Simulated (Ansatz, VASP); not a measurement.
## NaCl in VASP and in Ansatz

INCAR

```
ALGO = Normal ; EDIFF = 1E-7
ENCUT = 520 ; GGA = PS
ISIF = 2 ; ISMEAR = 0
LASPH = True ; LCHARG = True
LELF = True ; LREAL = False
LVHAR = True ; LWAVE = False
NBANDS = 14 ; NELM = 100
PREC = Accurate ; SIGMA = 0.05
```

File KPOINTS:

```
k-points
0
Gamma
  8 8 8
```

Contents of POSCAR:

```
NaCl
1.0
    0.0000000000      2.8705459168      2.7557240802
    2.8705459168      0.0000000000      2.7557240802
    2.8705459168      2.8705459168      0.0000000000
Na Cl
1 1
Direct
    0.0000000000      0.0000000000      0.0000000000
    0.5000000000      0.5000000000      0.5000000000
```

Input for Ansatz:

```yaml
crystal:
  lattice:
    - [0.0, 2.8705459168, 2.7557240802]
    - [2.8705459168, 0.0, 2.7557240802]
    - [2.8705459168, 2.8705459168, 0.0]
  atoms:
    - { symbol: Na, position: [0.0, 0.0, 0.0] }
    - { symbol: Cl, position: [0.5, 0.5, 0.5] }
basis:
  ecutwfc: 420
kpoints:
  mp_grid: { grid: [8, 8, 8] }
hamiltonian:
  xc: pbesol
scf:
  occupations: { method: gaussian, width: 0.05 }
output:
  forces: true
  stress: true
  eigenvalues: true
```

Alike in both runs: task single point; functional PBEsol; k mesh 8 × 8 × 8; occupations gaussian, width 0.05 eV; no spin polarisation.

```csv
,VASP,Ansatz
version,VASP 6.6.1,Ansatz 0.2.0
potentials or method,"VASP PAW PBE potentials, release 64 (Na_pv, Cl), cutoff 520 eV","scalar-relativistic, plane waves, PAW"
valence electrons in the cell,14,16
```

|  | VASP | Ansatz | Ansatz less VASP |
| --- | --- | --- | --- |
| gap on the k mesh at the Fermi level (eV) | 4.88 | 4.88 | +0.003 |
| least direct gap on the mesh (eV) | 4.88 | 4.88 | +0.003 |
| pressure (GPa) | -0.7 | -0.7 | -0.01 |
| traceless stress, the component that is largest in VASP (GPa) | 1.08 | 1.06 | -0.020 |

VASP's potentials were made for PBE, not for PBEsol. VASP's potentials hold 14 valence electrons a cell and Ansatz's 16, so a difference there can come from the potentials and not from the codes.
